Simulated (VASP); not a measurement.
# BaO (gw) (I4/mmm) in VASP: G0W0 quasiparticle levels with PBEsol

Aim: the G0W0 quasiparticle levels of BaO (gw) with PBEsol.

Program: VASP 6.6.1. These are calculated values, not measurements. Logs are shortened: lines on timing, memory, paths and dates and some standing lists are left out, and cuts for length are marked.

## Step 1: The cell of the first run

It takes space group I4/mmm (No. 139, tetragonal). The conventional cell has a = 3.843 Å, b = 3.843 Å, c = 5.531 Å, α = 90.00°, β = 90.00°, γ = 90.00°. Within 3.6 Å of Ba (site symmetry 4/mmm) lie 6 O at 2.72 to 2.77 Å. O (site symmetry 4/mmm) has 6 Ba at 2.72 to 2.77 Å within 3.6 Å.

## Step 2: G0W0 quasiparticle levels, PBEsol

POSCAR reads:

```
BaO
1.0
    0.0000000000      2.7176118866      2.7657308867
    2.7176118866      0.0000000000      2.7657308867
    2.7176118866      2.7176118866      0.0000000000
Ba O
1 1
Direct
    0.0000000000      0.0000000000      0.0000000000
    0.5000000000      0.5000000000      0.5000000000
```

INCAR.step1 reads:

```
SYSTEM = BaO
ALGO = Normal
EDIFF = 1E-8
ENCUT = 500
GGA = PS
ISMEAR = 0
LASPH = .TRUE.
LCHARG = .FALSE.
LREAL = .FALSE.
LWAVE = .TRUE.
NELM = 100
PREC = Accurate
SIGMA = 0.01
```

INCAR.step2 reads:

```
SYSTEM = BaO
ALGO = Exact
EDIFF = 1E-8
ENCUT = 500
GGA = PS
ISMEAR = 0
ISTART = 1
LASPH = .TRUE.
LCHARG = .FALSE.
LOPTICS = .TRUE.
LREAL = .FALSE.
LWAVE = .TRUE.
NBANDS = 100
NELM = 1
PREC = Accurate
SIGMA = 0.01
```

INCAR.step3 reads:

```
SYSTEM = BaO
ALGO = EVGW0
EDIFF = 1E-8
ENCUT = 500
ENCUTGW = 100.0
GGA = PS
ISMEAR = 0
ISTART = 1
LASPH = .TRUE.
LCHARG = .FALSE.
LREAL = .FALSE.
LWAVE = .FALSE.
NBANDS = 100
NBANDSGW = 16
NELMGW = 1
NOMEGA = 48
PREC = Accurate
PRECFOCK = Fast
SIGMA = 0.01
```

KPOINTS reads:

```
k-points
0
G
  4 4 4
  0 0 0
```

Potentials or basis: VASP PAW PBE potentials, release 64 (Ba_sv_GW, O_GW).

Started as:

```bash
$ cat potpaw_PBE.64/Ba_sv_GW/POTCAR potpaw_PBE.64/O_GW/POTCAR > POTCAR
$ cp INCAR.step1 INCAR
$ mpirun -np 1 vasp_std > vasp.out
$ cp INCAR.step2 INCAR
$ mpirun -np 1 vasp_std > vasp.out
$ cp INCAR.step3 INCAR
$ mpirun -np 1 vasp_std > vasp.out
```

OUTCAR:

```text
SYSTEM = BaO
   EDIFF = 1E-8
   ENCUT = 500
   ENCUTGW = 100.0
   GGA = PS
   ISMEAR = 0
   ISTART = 1
   LASPH = .TRUE.
   LREAL = .FALSE.
   NELMGW = 1
   PREC = Accurate
   PRECFOCK = Fast

 ion  position               nearest neighbor table
   1  0.000  0.000  0.000-
   2  0.500  0.500  0.500-

  LATTYP: Found a body centered tetragonal cell.
 ALAT       =     3.8432835873
 C/A-ratio  =     1.4392541294

  Lattice vectors:

 A1 = (  -2.7176118866,   0.0000000000,   2.7657308867)
 A2 = (   2.7176118866,   0.0000000000,   2.7657308867)
 A3 = (   0.0000000000,   2.7176118866,  -2.7657308867)

Analysis of symmetry for initial positions (statically):
=====================================================================
 Subroutine PRICEL returns:
 Original cell was already a primitive cell.

 Routine SETGRP: Setting up the symmetry group for a
 body centered tetragonal supercell.

 Subroutine GETGRP returns: Found 16 space group operations
 (whereof 16 operations were pure point group operations)
 out of a pool of 16 trial point group operations.

The static configuration has the point symmetry D_4h.

Analysis of symmetry for dynamics (positions and initial velocities):
=====================================================================
 Subroutine PRICEL returns:
 Original cell was already a primitive cell.

 Routine SETGRP: Setting up the symmetry group for a
 body centered tetragonal supercell.

 Subroutine GETGRP returns: Found 16 space group operations
 (whereof 16 operations were pure point group operations)
 out of a pool of 16 trial point group operations.

The dynamic configuration has the point symmetry D_4h.

 Subroutine INISYM returns: Found 16 space group operations
 (whereof 16 operations are pure point group operations),
 and found     1 'primitive' translations

----------------------------------------------------------------------------------------

                                     Primitive cell

  volume of cell :      40.8521

  direct lattice vectors                    reciprocal lattice vectors
     0.000000000  2.717611887  2.765730887    -0.183985065  0.183985065  0.180784039
     2.717611887  0.000000000  2.765730887     0.183985065 -0.183985065  0.180784039
     2.717611887  2.717611887  0.000000000     0.183985065  0.183985065 -0.180784039

  length of vectors
     3.877458150  3.877458150  3.843283587     0.316834148  0.316834148  0.316834148

  position of ions in fractional coordinates (direct lattice)
     0.000000000  0.000000000  0.000000000
     0.500000000  0.500000000  0.500000000

  ion indices of the primitive-cell ions
   primitive index   ion index
                 1           1
                 2           2

----------------------------------------------------------------------------------------

 KPOINTS: k-points

Automatic generation of k-mesh.
 Grid dimensions read from file:
 generate k-points for:    4    4    4

 Generating k-lattice:

  Cartesian coordinates                     Fractional coordinates (reciprocal lattice)
    -0.045996266  0.045996266  0.045196010     0.250000000  0.000000000  0.000000000
     0.045996266 -0.045996266  0.045196010     0.000000000  0.250000000  0.000000000
     0.045996266  0.045996266 -0.045196010     0.000000000  0.000000000  0.250000000

  Length of vectors
     0.079208537  0.079208537  0.079208537

  Shift w.r.t. Gamma in fractional coordinates (k-lattice)
     0.000000000  0.000000000  0.000000000

 Subroutine IBZKPT returns following result:
 ===========================================

 Found     13 irreducible k-points:

 Following reciprocal coordinates:
            Coordinates               Weight
  0.000000  0.000000  0.000000      1.000000
  0.250000  0.000000  0.000000      8.000000
  0.500000  0.000000  0.000000      4.000000
  0.250000  0.250000  0.000000      2.000000
  0.500000  0.250000  0.000000      8.000000
 -0.250000  0.250000  0.000000      4.000000
  0.500000  0.500000  0.000000      1.000000
  0.250000  0.000000  0.250000      4.000000
  0.500000  0.000000  0.250000     16.000000
 -0.250000  0.000000  0.250000      8.000000
 -0.250000  0.500000  0.250000      4.000000
  0.500000  0.000000  0.500000      2.000000
 -0.250000  0.250000  0.500000      2.000000
   k-points           NKPTS =     13   k-points in BZ     NKDIM =     64   number of bands    NBANDS=    100
   number of dos      NEDOS =    301   number of ions     NIONS =      2
   total plane-waves  NPLWV =  21952
   dimension x,y,z NGX =    28 NGY =   28 NGZ =   28
   dimension x,y,z NGXF=    56 NGYF=   56 NGZF=   56
   ions per type =               1   1
   NGX,Y,Z   is equivalent  to a cutoff of  12.00, 12.00, 12.11 a.u.
   NGXF,Y,Z  is equivalent  to a cutoff of  24.01, 24.01, 24.22 a.u.
 SYSTEM =  BaO
   PREC   = accura    normal or accurate (medium, high low for compatibility)
   ISTART =      1    job   : 0-new  1-cont  2-samecut
   ICHARG =      0    charge: 1-file 2-atom 10-const
   ISPIN  =      1    spin polarized calculation?
   LNONCOLLINEAR =      F non collinear calculations
   LSORBIT =      F    spin-orbit coupling
   LASPH  =      T    aspherical Exc in radial PAW
   ENCUT  =  500.0 eV  36.75 Ry    6.06 a.u.   7.07  7.07  7.01*2*pi/ulx,y,z
   NELM   =     60;   NELMIN=  2; NELMDL=  0     # of ELM steps
   EDIFF  = 0.1E-07   stopping-criterion for ELM
   LREAL  =      F    real-space projection
   EDIFFG = 0.1E-06   stopping-criterion for IOM
   NSW    =      0    number of steps for IOM
   IBRION =     -1    ionic relax: 0-MD 1-quasi-New 2-CG
   NFREE  =      0    steps in history (QN), initial steepest desc. (CG)
   ISIF   =      0    stress and relaxation
   ISYM   =      3    0-nonsym 1-usesym 2-fastsym
   POTIM  = 0.5000    time-step for ionic-motion
   TEBEG  =    0.0;   TEEND  =   0.0 temperature during run
   PSTRESS=    0.0 pullay stress
   NELECT =      16.0000    total number of electrons
   NUPDOWN=      -1.0000    fix difference up-down
   EMIN   =  10.00;   EMAX   =-10.00  energy-range for DOS
   EFERMI =   0.00;   METHOD = LEGACY
   ISMEAR =     0;   SIGMA  =   0.01  broadening in eV -4-tet -1-fermi 0-gaus
   EFERMI_NEDOS =   21; number of points for ismear=-14 and -15
   IALGO  =     38    algorithm
   IMIX   =      4    mixing-type and parameters
     AMIX     =   0.40;   BMIX     =  1.00
     AMIX_MAG =   1.60;   BMIX_MAG =  1.00
  volume/ion in A,a.u.               =      20.43       137.84
  Fermi-wavevector in a.u.,A,eV,Ry     =   1.197779  2.263473 19.519920  1.434674
  Thomas-Fermi vector in A             =   2.333685
   LORBIT       =      0    0 simple, 1 ext, 2 COOP (PROOUT), +10 PAW based schemes
   GGA     = PS    functional components
   LHFCALC =     T    Hartree Fock is set to
   PRECFOCK=fast      Normal, Fast or Accurate (Low or Medium for compatibility)
   ENCUT4O =  -1.0   cutoff for four orbital integrals eV
   NKREDX  =     1    reduce k-point grid by
   NKREDY  =     1    reduce k-point grid by
   NKREDZ  =     1    reduce k-point grid by
   AEXX    =    1.0000 exact exchange contribution
   HFSCREEN=    0.0000 screening length (either q_TF or 0.3 A-1)
   HFSCREENC=   0.0000 screening length for correlation (either q_TF or 0.3 A-1)
   ENCUTFOCK=  -1.0 apply spherical cutoff to Coloumb kernel
   IVDW    =     0    specifies the selected vdW correction
   LEPSILON=     F    determine dielectric tensor
   LRPA    =     F    only Hartree local field effects (RPA)
   LRPAFORCE           =     F    calculate RPA forces
   ENCUTGW             = 100.0    cutoff for response function in eV
   ENCUTGWSOFT         =  80.0    soft cutoff for Coulomb kernel in GW response function in eV
   ENCUTLF             =  -1.0    cutoff for local field effects
   NELMGW              =     1    number of iterations in solving QP/BSE equation
   NELMHF              =     1    number of iterations in the inner HF iteration
   NKREDLFX            =     1    NKREDLFY  =   1   NKREDLFZ  =   1
 non-spin polarized calculation
 Gauss-broadening in eV      SIGMA  =   0.01
  energy-cutoff  :      500.00
  volume of cell :       40.85
 maximum number of plane-waves:      1044
  NGX = 16; NGY = 16; NGZ = 16
   NGX = 15   NGY = 15   NGZ = 13
 maximum number of plane-waves:       100
 NGX is ok and might be reduce to    14

 QP shifts <psi_nk| G(iteration)W_0 |psi_nk>: iteration 1
 for sc-GW calculations column KS-energies equals QP-energies in previous step
 and V_xc(KS)=  KS-energies - (<T + V_ion + V_H > + <T+V_H+V_ion>^1  + <V_x>^1)

 k-point   1 :       0.0000    0.0000    0.0000
  band No.  KS-energies  QP-energies   sigma(KS)   V_xc(KS)     V^pw_x(r,r')   Z            occupation Imag(sigma)

      1     -21.1929     -22.0276     -16.2994     -15.0899     -24.4528       0.6902       2.0000       1.5232
      2     -10.4859     -11.8729     -21.4633     -19.2943     -30.6231       0.6394       2.0000       0.8343
      3      -5.6108      -6.9198     -16.0575     -14.3842     -19.3453       0.7823       2.0000       0.2425
      4      -5.6108      -6.9198     -16.0575     -14.3842     -19.3453       0.7823       2.0000       0.2425
      5      -5.6108      -6.9198     -16.0575     -14.3842     -19.3453       0.7823       2.0000       0.2425
      6       3.9299       3.3810     -18.7318     -17.9716     -23.0598       0.7222       2.0000       0.1781
[... 8 lines left out ...]
     15      11.9522      14.1082      -7.4459     -10.1611      -2.1303       0.7940       0.0000      -0.2312
     16      15.1912      19.8107      -9.4264     -15.5107      -3.1766       0.7592       0.0000      -0.2234

 k-point   2 :       0.2500    0.0000    0.0000
  band No.  KS-energies  QP-energies   sigma(KS)   V_xc(KS)     V^pw_x(r,r')   Z            occupation Imag(sigma)

      1     -21.0413     -21.8741     -16.3765     -15.1777     -24.4484       0.6947       2.0000       1.4764
      2     -10.9103     -12.2600     -20.6408     -18.5298     -29.6583       0.6394       2.0000       0.8284
      3      -5.7549      -7.0868     -16.4640     -14.7518     -20.0114       0.7779       2.0000       0.2590
      4      -5.6808      -6.9980     -16.0722     -14.3845     -19.3796       0.7805       2.0000       0.2363
      5      -5.6635      -6.9771     -15.9953     -14.3137     -19.2601       0.7811       2.0000       0.2344
      6       3.0447       2.3914     -16.8200     -15.9190     -20.8403       0.7251       2.0000       0.1968
[... 8 lines left out ...]
     15      13.9765      17.3393      -8.5412     -12.8455      -2.7833       0.7813       0.0000      -0.2387
     16      14.9336      19.3620      -9.1178     -14.8960      -2.9698       0.7664       0.0000      -0.2149

 k-point   3 :       0.5000    0.0000    0.0000
  band No.  KS-energies  QP-energies   sigma(KS)   V_xc(KS)     V^pw_x(r,r')   Z            occupation Imag(sigma)

      1     -20.8801     -21.7067     -16.4595     -15.2769     -24.4447       0.6989       2.0000       1.4215
      2     -11.3373     -12.6534     -19.9013     -17.8396     -28.8259       0.6383       2.0000       0.8493
      3      -5.8832      -7.2364     -16.8019     -15.0550     -20.5827       0.7747       2.0000       0.2826
      4      -5.7468      -7.0799     -16.1052     -14.4002     -19.4376       0.7819       2.0000       0.2337
      5      -5.7130      -7.0409     -15.9357     -14.2412     -19.1599       0.7837       2.0000       0.2232
      6       2.3686       1.6483     -15.8214     -14.8228     -19.8053       0.7213       2.0000       0.2268
[... 174 lines left out ...]
      1     -20.7918     -21.6184     -16.5095     -15.3420     -24.4771       0.7080       2.0000       1.4228
      2     -10.7205     -12.1052     -21.3339     -19.1415     -30.6327       0.6316       2.0000       0.8473
      3      -7.3130      -8.6937     -15.1108     -13.2645     -18.9694       0.7478       2.0000       0.4331
      4      -6.3321      -7.6900     -15.7001     -13.9475     -19.2446       0.7748       2.0000       0.3202
      5      -6.2711      -7.6324     -15.7001     -13.9470     -19.1791       0.7765       2.0000       0.2996
      6       4.2052       3.6745     -18.9305     -18.2035     -23.1343       0.7300       2.0000       0.1674
[... 8 lines left out ...]
     15      14.5150      18.6431      -8.8497     -14.2301      -2.7561       0.7672       0.0000      -0.2201
     16      14.5323      15.8824     -10.1507     -11.8638      -5.3235       0.7881       0.0000      -0.3192

 k-point  13 :      -0.2500    0.2500    0.5000
  band No.  KS-energies  QP-energies   sigma(KS)   V_xc(KS)     V^pw_x(r,r')   Z            occupation Imag(sigma)

      1     -20.7860     -21.6126     -16.5120     -15.3435     -24.4698       0.7074       2.0000       1.4144
      2     -10.9162     -12.2815     -20.8794     -18.7251     -30.0682       0.6337       2.0000       0.8424
      3      -6.8578      -8.2477     -15.3581     -13.5496     -19.0568       0.7685       2.0000       0.3799
      4      -6.8578      -8.2477     -15.3581     -13.5496     -19.0568       0.7685       2.0000       0.3799
      5      -5.7385      -7.0765     -16.3222     -14.6111     -19.7468       0.7820       2.0000       0.2384
      6       3.0402       2.3897     -17.5965     -16.6884     -21.9525       0.7163       2.0000       0.2100
[... 8 lines left out ...]
     15      14.8231      16.1977     -10.2646     -12.0153      -5.3959       0.7852       0.0000      -0.3355
     16      15.0029      17.5562     -10.2232     -13.5254      -4.9974       0.7732       0.0000      -0.2121
```

Wall time 5.5 min (1 thread of Intel Xeon 8259CL, shared host); peak memory 0.44 GiB.

Results:

| Item | Value |
| --- | --- |
| Band gap on the k mesh, mean-field level | 1.73 eV, direct |
| Quasiparticle gap | 2.93 eV |
| Least direct quasiparticle gap | 2.93 eV |

Caveat: the k points lie up to 0.50 Å⁻¹ apart; bands, screening cutoff and mesh are small and nothing is extrapolated, so the quasiparticle values aren't converged; spin-orbit coupling is left out, which moves the levels of the heavy elements.
